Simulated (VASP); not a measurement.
# InP (F-43m) in VASP: notebook

The runs below take InP through relaxation of cell and atoms, with LDA, PBE+D3(BJ).

Program: VASP 6.6.1. These are calculated values, not measurements. Logs are shortened: lines on timing, memory, paths and dates and some standing lists are left out, and cuts for length are marked.

**1. The cell of the first run**

It takes space group F-43m (No. 216, cubic). Conventional cell: a = 5.861 Å, b = 5.861 Å, c = 5.861 Å, α = 90.00°, β = 90.00°, γ = 90.00°. In (site symmetry -43m) has 4 P at 2.54 Å within 3.3 Å. Within 3.3 Å of P (site symmetry -43m) lie 4 In at 2.54 Å.

**2. Relaxation of cell and atoms, LDA**

Contents of INCAR:

```
ALGO = Normal ; EDIFF = 1E-7
EDIFFG = -0.005 ; ENCUT = 500
GGA = CA ; GGA_COMPAT = False
IBRION = 2 ; ISIF = 3
ISMEAR = -1 ; LASPH = True
LCHARG = False ; LREAL = False
LWAVE = False ; NELM = 120
NELMIN = 4 ; NSW = 80
PREC = Accurate ; SIGMA = 0.05
```

Contents of KPOINTS:

```
k-points
0
Gamma
  8 8 8
```

Contents of POSCAR:

```
InP
1.0
    0.0000000000      2.9305000000      2.9305000000
    2.9305000000      0.0000000000      2.9305000000
    2.9305000000      2.9305000000      0.0000000000
In P
1 1
Direct
    0.0000000000      0.0000000000      0.0000000000
    0.7500000000      0.7500000000      0.7500000000
```

Potentials or basis: VASP PAW LDA potentials, release 64 (In_d, P).

Launch:

```bash
cat potpaw_LDA.64/In_d/POTCAR potpaw_LDA.64/P/POTCAR > POTCAR
mpirun -np 1 vasp_std > vasp.out
```

OUTCAR:

```text
EDIFF = 1E-7
   EDIFFG = -0.005
   ENCUT = 500
   GGA = CA
   IBRION = 2
   ISIF = 3
   ISMEAR = -1
   LASPH = True
   LREAL = False
   NELM = 120
   NELMIN = 4
   NSW = 80
   PREC = Accurate

 ion  position               nearest neighbor table
   1  0.000  0.000  0.000-   2 2.54   2 2.54   2 2.54   2 2.54
   2  0.750  0.750  0.750-   1 2.54   1 2.54   1 2.54   1 2.54

  LATTYP: Found a face centered cubic cell.
 ALAT       =     5.8610000000

  Lattice vectors:

 A1 = (   0.0000000000,   2.9305000000,   2.9305000000)
 A2 = (   2.9305000000,   0.0000000000,   2.9305000000)
 A3 = (   2.9305000000,   2.9305000000,   0.0000000000)

Analysis of symmetry for initial positions (statically):
=====================================================================
 Subroutine PRICEL returns:
 Original cell was already a primitive cell.

 Routine SETGRP: Setting up the symmetry group for a
 face centered cubic supercell.

 Subroutine GETGRP returns: Found 24 space group operations
 (whereof 24 operations were pure point group operations)
 out of a pool of 48 trial point group operations.

The static configuration has the point symmetry T_d .

Analysis of symmetry for dynamics (positions and initial velocities):
=====================================================================
 Subroutine PRICEL returns:
 Original cell was already a primitive cell.

 Routine SETGRP: Setting up the symmetry group for a
 face centered cubic supercell.

 Subroutine GETGRP returns: Found 24 space group operations
 (whereof 24 operations were pure point group operations)
 out of a pool of 48 trial point group operations.

The dynamic configuration has the point symmetry T_d .

 Subroutine INISYM returns: Found 24 space group operations
 (whereof 24 operations are pure point group operations),
 and found     1 'primitive' translations

----------------------------------------------------------------------------------------

                                     Primitive cell

  volume of cell :      50.3333

  direct lattice vectors                    reciprocal lattice vectors
     0.000000000  2.930500000  2.930500000    -0.170619348  0.170619348  0.170619348
     2.930500000  0.000000000  2.930500000     0.170619348 -0.170619348  0.170619348
     2.930500000  2.930500000  0.000000000     0.170619348  0.170619348 -0.170619348

  length of vectors
     4.144352845  4.144352845  4.144352845     0.295521380  0.295521380  0.295521380

  position of ions in fractional coordinates (direct lattice)
     0.000000000  0.000000000  0.000000000
     0.750000000  0.750000000  0.750000000

  ion indices of the primitive-cell ions
   primitive index   ion index
                 1           1
                 2           2

----------------------------------------------------------------------------------------

 KPOINTS: k-points

Automatic generation of k-mesh.
 Grid dimensions read from file:
 generate k-points for:    8    8    8

 Generating k-lattice:

  Cartesian coordinates                     Fractional coordinates (reciprocal lattice)
    -0.021327419  0.021327419  0.021327419     0.125000000  0.000000000  0.000000000
     0.021327419 -0.021327419  0.021327419     0.000000000  0.125000000  0.000000000
     0.021327419  0.021327419 -0.021327419     0.000000000  0.000000000  0.125000000

  Length of vectors
     0.036940172  0.036940172  0.036940172

  Shift w.r.t. Gamma in fractional coordinates (k-lattice)
     0.000000000  0.000000000  0.000000000

 Subroutine IBZKPT returns following result:
 ===========================================

 Found     29 irreducible k-points:

 Following reciprocal coordinates:
            Coordinates               Weight
  0.000000  0.000000  0.000000      1.000000
  0.125000  0.000000  0.000000      8.000000
  0.250000  0.000000  0.000000      8.000000
  0.375000  0.000000  0.000000      8.000000
  0.500000  0.000000  0.000000      4.000000
  0.125000  0.125000  0.000000      6.000000
[... 16 lines left out ...]
  0.500000  0.250000  0.125000     48.000000
 -0.375000  0.250000  0.125000     24.000000
 [... further k-points ...]
   k-points           NKPTS =     29   k-points in BZ     NKDIM =     29   number of bands    NBANDS=     13
   number of dos      NEDOS =    301   number of ions     NIONS =      2
   total plane-waves  NPLWV =  27000
   dimension x,y,z NGX =    30 NGY =   30 NGZ =   30
   dimension x,y,z NGXF=    60 NGYF=   60 NGZF=   60
   ions per type =               1   1
   NGX,Y,Z   is equivalent  to a cutoff of  12.03, 12.03, 12.03 a.u.
   NGXF,Y,Z  is equivalent  to a cutoff of  24.07, 24.07, 24.07 a.u.
 SYSTEM =  unknown system
   PREC   = accura    normal or accurate (medium, high low for compatibility)
   ISTART =      0    job   : 0-new  1-cont  2-samecut
   ICHARG =      2    charge: 1-file 2-atom 10-const
   ISPIN  =      1    spin polarized calculation?
   LNONCOLLINEAR =      F non collinear calculations
   LSORBIT =      F    spin-orbit coupling
   LASPH  =      T    aspherical Exc in radial PAW
   ENCUT  =  500.0 eV  36.75 Ry    6.06 a.u.   7.56  7.56  7.56*2*pi/ulx,y,z
   NELM   =    120;   NELMIN=  4; NELMDL= -5     # of ELM steps
   EDIFF  = 0.1E-06   stopping-criterion for ELM
   LREAL  =      F    real-space projection
   EDIFFG = -.5E-02   stopping-criterion for IOM
   NSW    =     80    number of steps for IOM
   IBRION =      2    ionic relax: 0-MD 1-quasi-New 2-CG
   NFREE  =      1    steps in history (QN), initial steepest desc. (CG)
   ISIF   =      3    stress and relaxation
   ISYM   =      2    0-nonsym 1-usesym 2-fastsym
   POTIM  = 0.5000    time-step for ionic-motion
   TEBEG  =    0.0;   TEEND  =   0.0 temperature during run
   PSTRESS=    0.0 pullay stress
   NELECT =      18.0000    total number of electrons
   NUPDOWN=      -1.0000    fix difference up-down
   EMIN   =  10.00;   EMAX   =-10.00  energy-range for DOS
   EFERMI =   0.00;   METHOD = LEGACY
   ISMEAR =    -1;   SIGMA  =   0.05  broadening in eV -4-tet -1-fermi 0-gaus
   EFERMI_NEDOS =   21; number of points for ismear=-14 and -15
   IALGO  =     38    algorithm
   IMIX   =      4    mixing-type and parameters
     AMIX     =   0.40;   BMIX     =  1.00
     AMIX_MAG =   1.60;   BMIX_MAG =  1.00
  volume/ion in A,a.u.               =      25.17       169.83
  Fermi-wavevector in a.u.,A,eV,Ry     =   1.162021  2.195901 18.371846  1.350293
  Thomas-Fermi vector in A             =   2.298587
   LORBIT       =      0    0 simple, 1 ext, 2 COOP (PROOUT), +10 PAW based schemes
   GGA     = CA    functional components
   LHFCALC =     F    Hartree Fock is set to
   AEXX    =    0.0000 exact exchange contribution
   IVDW    =     0    specifies the selected vdW correction
   LEPSILON=     F    determine dielectric tensor
   LRPA    =     F    only Hartree local field effects (RPA)
 conjugate gradient relaxation of ions
 non-spin polarized calculation
  energy-cutoff  :      500.00
  volume of cell :       50.33
 maximum number of plane-waves:      1303
   NGX = 15   NGY = 15   NGZ = 15

--------------------------------------- Ionic step        1  -------------------------------------------

 number of electron      18.0000009 magnetization

 Free energy of the ion-electron system (eV)
  ---------------------------------------------------
  ext. energy  EPLUGINS =         0.00000000
  ---------------------------------------------------
  free energy    TOTEN  =        -9.66919239 eV

  energy without entropy =       -9.66916454  energy(sigma->0) =       -9.66917847

------------------------ aborting loop because EDIFF is reached ----------------------------------------

  FORCE on cell =-STRESS in cart. coord.  units (eV):
  Direction    XX          YY          ZZ          XY          YZ          ZX
  --------------------------------------------------------------------------------------
  -------------------------------------------------------------------------------------
  Total       -0.3749586     -0.3749586     -0.3749586     -0.0000000      0.0000000     -0.0000000
  in kB      -11.9354486    -11.9354486    -11.9354486     -0.0000000      0.0000000     -0.0000000
  external PRESSURE =     -11.9354486 kB  Pullay stress =       0.0000000 kB

 VOLUME and BASIS-vectors are now :
 -----------------------------------------------------------------------------
  energy-cutoff  :      500.00
  volume of cell :       50.33
      direct lattice vectors                 reciprocal lattice vectors
     0.000000000  2.930500000  2.930500000    -0.170619348  0.170619348  0.170619348
     2.930500000  0.000000000  2.930500000     0.170619348 -0.170619348  0.170619348
     2.930500000  2.930500000  0.000000000     0.170619348  0.170619348 -0.170619348
[... 37 lines left out ...]
 POSITION                                       TOTAL-FORCE (eV/Angst)
 -----------------------------------------------------------------------------------
      5.80799      5.80799      5.80799        -0.000000     -0.000000     -0.000000
      4.35599      4.35599      4.35599         0.000000      0.000000      0.000000
 -----------------------------------------------------------------------------------
    total drift:                                0.000000      0.000000      0.000000

  FREE ENERGIE OF THE ION-ELECTRON SYSTEM (eV)
  ---------------------------------------------------
  free  energy   TOTEN  =        -9.6712695055 eV

  energy  without entropy=       -9.6712617430  energy(sigma->0) =       -9.67126562

--------------------------------------- Ionic step        3  -------------------------------------------

 number of electron      18.0000011 magnetization

 Free energy of the ion-electron system (eV)
  ---------------------------------------------------
  ext. energy  EPLUGINS =         0.00000000
  ---------------------------------------------------
  free energy    TOTEN  =        -9.67239662 eV

  energy without entropy =       -9.67238407  energy(sigma->0) =       -9.67239034

 E-fermi :   5.5325     XC(G=0):  -9.6845

 val. band max:        5.2003704715   @ k =   0.0000   0.0000   0.0000
 cond. band min:       5.8034024893   @ k =   0.0000   0.0000   0.0000
 fundamental gap:      0.6030320178
 Fermi energy:         5.5325165857

 k-point     1 :       0.0000    0.0000    0.0000
  band No.  band energies     occupation
      1      -9.0245      2.00000
      2      -9.0245      2.00000
      3      -9.0245      2.00000
      4      -8.8607      2.00000
      5      -8.8607      2.00000
      6      -6.4643      2.00000
      7       5.2004      1.99740
      8       5.2004      1.99740
      9       5.2004      1.99740
     10       5.8034      0.00884
     11       9.1624      0.00000
     12       9.1624      0.00000
     13       9.1624      0.00000

 k-point     2 :       0.1250    0.0000    0.0000
  band No.  band energies     occupation
      1      -9.0449      2.00000
      2      -9.0165      2.00000
      3      -9.0165      2.00000
      4      -8.8607      2.00000
      5      -8.8607      2.00000
      6      -6.2794      2.00000
      7       3.5999      2.00000
      8       5.0032      1.99995
      9       5.0032      1.99995
     10       6.7666      0.00000
     11       9.3215      0.00000
[... 339 lines left out ...]
 k-point    24 :      -0.3750    0.2500    0.1250
  band No.  band energies     occupation
      1      -9.1653      2.00000
      2      -8.9729      2.00000
      3      -8.9508      2.00000
      4      -8.8674      2.00000
      5      -8.8470      2.00000
      6      -4.3196      2.00000
      7      -0.5229      2.00000
      8       2.3871      2.00000
      9       3.4902      2.00000
     10       8.2933      0.00000
     11       9.2325      0.00000
     12      11.0074      0.00000
     13      12.3398      0.00000

 [... further k-points ...]

------------------------ aborting loop because EDIFF is reached ----------------------------------------

  FORCE on cell =-STRESS in cart. coord.  units (eV):
  Direction    XX          YY          ZZ          XY          YZ          ZX
  --------------------------------------------------------------------------------------
  -------------------------------------------------------------------------------------
  Total       -0.0036422     -0.0036422     -0.0036422     -0.0000000      0.0000000      0.0000000
  in kB       -0.1179350     -0.1179350     -0.1179350     -0.0000000      0.0000000      0.0000000
  external PRESSURE =      -0.1179350 kB  Pullay stress =       0.0000000 kB

 VOLUME and BASIS-vectors are now :
 -----------------------------------------------------------------------------
  energy-cutoff  :      500.00
  volume of cell :       49.48
      direct lattice vectors                 reciprocal lattice vectors
    -0.000000000  2.913836909  2.913836909    -0.171595053  0.171595053  0.171595053
     2.913836909  0.000000000  2.913836909     0.171595053 -0.171595053  0.171595053
     2.913836909  2.913836909 -0.000000000     0.171595053  0.171595053 -0.171595053

 POSITION                                       TOTAL-FORCE (eV/Angst)
 -----------------------------------------------------------------------------------
      0.00000      0.00000      0.00000         0.000000     -0.000000     -0.000000
      4.37076      4.37076      4.37076        -0.000000      0.000000      0.000000
 -----------------------------------------------------------------------------------
    total drift:                                0.000000      0.000000      0.000000

  FREE ENERGIE OF THE ION-ELECTRON SYSTEM (eV)
  ---------------------------------------------------
  free  energy   TOTEN  =        -9.6723966193 eV

  energy  without entropy=       -9.6723840672  energy(sigma->0) =       -9.67239034

 reached required accuracy - stopping structural energy minimisation
```

Wall time 17 s (1 thread of Intel Xeon 6975P-C (Granite Rapids), shared host); peak memory 0.15 GiB.

Results:

| Quantity | Value |
| --- | --- |
| Free energy | -9.6724 eV |
| Relaxed volume | 24.74 Å³/atom |
| Relaxed cell | a = 4.121 Å, b = 4.121 Å, c = 4.121 Å, α = 60.00°, β = 60.00°, γ = 60.00° |
| Space group after relaxing (to 0.05 Å) | F-43m (No. 216) |
| Energy gained by relaxing | 1.6 meV/atom |
| Ionic steps | 3 |
| Pressure after relaxing | 0.0 GPa |
| Band gap on the k mesh | 0.60 eV, direct |

The path:
| step | energy change (eV) | largest force (eV/Å) | pressure (GPa) | volume (Å³) |
| --- | --- | --- | --- | --- |
| 1 | 0.0000 | 0.0000 | -1.19 | 50.33 |
| 2 | -0.0021 | 0.0000 | 0.74 | 48.98 |
| 3 | -0.0032 | 0.0000 | -0.01 | 49.48 |

Final structure:
```yaml
crystal:
  lattice:
    - [0.00000, 2.91384, 2.91384]
    - [2.91384, 0.00000, 2.91384]
    - [2.91384, 2.91384, 0.00000]
  atoms:
    - { symbol: In, position: [0.00000, 0.00000, 0.00000] }
    - { symbol: P, position: [0.75000, 0.75000, 0.75000] }
```

Caveat: spin-orbit coupling is left out, which moves the levels of the heavy elements.

**3. Relaxation of cell and atoms, PBE+D3(BJ)**

Contents of INCAR:

```
SYSTEM = InP
PREC = Accurate
ENCUT = 500
EDIFF = 1E-7
ISMEAR = -1
SIGMA = 0.05
LREAL = .FALSE.
LASPH = .TRUE.
NELM = 120
ALGO = Normal
ISIF = 3
LWAVE = .FALSE.
LCHARG = .FALSE.
GGA = PE
IVDW = 12
IBRION = 2
NSW = 80
EDIFFG = -0.005
GGA_COMPAT = .FALSE.
NELMIN = 4
```

Contents of KPOINTS:

```
regular mesh
0
G
  8 8 8
  0 0 0
```

POSCAR is that of step 2.

Potentials or basis: VASP PAW PBE potentials, release 64 (In_d, P).

Launch:

```bash
cat potpaw_PBE.64/In_d/POTCAR potpaw_PBE.64/P/POTCAR > POTCAR
mpirun -np 1 vasp_std > vasp.out
```

Wall time 22 s (1 thread of Intel Xeon 6975P-C (Granite Rapids), shared host); peak memory 0.19 GiB.

Results (log left out):

| Item | Value |
| --- | --- |
| Free energy | -9.0108 eV |
| Relaxed volume | 25.57 Å³/atom |
| Relaxed cell | a = 4.166 Å, b = 4.166 Å, c = 4.166 Å, α = 60.00°, β = 60.00°, γ = 60.00° |
| Space group after relaxing (to 0.05 Å) | F-43m (No. 216) |
| Energy gained by relaxing | 1.3 meV/atom |
| Ionic steps | 3 |
| Pressure after relaxing | 0.0 GPa |
| Band gap on the k mesh | 0.63 eV, direct |
| Dispersion energy per atom | -0.308 eV |

Step by step:
```tsv
step	energy change (eV)	largest force (eV/Å)	pressure (GPa)	volume (Å³)
1	0.0000	0.0000	1.07	50.33
2	-0.0019	0.0000	-0.54	51.57
3	-0.0026	0.0000	0.00	51.13
```

Final structure:
```xyz
2
Lattice="0.0000 2.9460 2.9460 2.9460 0.0000 2.9460 2.9460 2.9460 0.0000" Properties=species:S:1:pos:R:3 pbc="T T T"
In    0.0000    0.0000    0.0000
P     4.4189    4.4189    4.4189
```

Levels at points of the mesh, in eV from the valence-band top:
| k point | band 6 | band 7 | band 8 | band 9 | band 10 | band 11 | band 12 | band 13 |
| --- | --- | --- | --- | --- | --- | --- | --- | --- |
| (0.00, 0.00, 0.00) | -11.41 | 0.00 | 0.00 | 0.00 | 0.63 | 4.09 | 4.09 | 4.09 |
| (0.50, 0.00, 0.00) | -9.74 | -5.65 | -0.95 | -0.95 | 1.46 | 4.81 | 4.81 | 7.07 |
| (0.50, 0.50, 0.00) | -9.10 | -5.68 | -2.27 | -2.27 | 1.79 | 2.27 | 9.11 | 9.49 |

Caveat: spin-orbit coupling is left out, which moves the levels of the heavy elements.
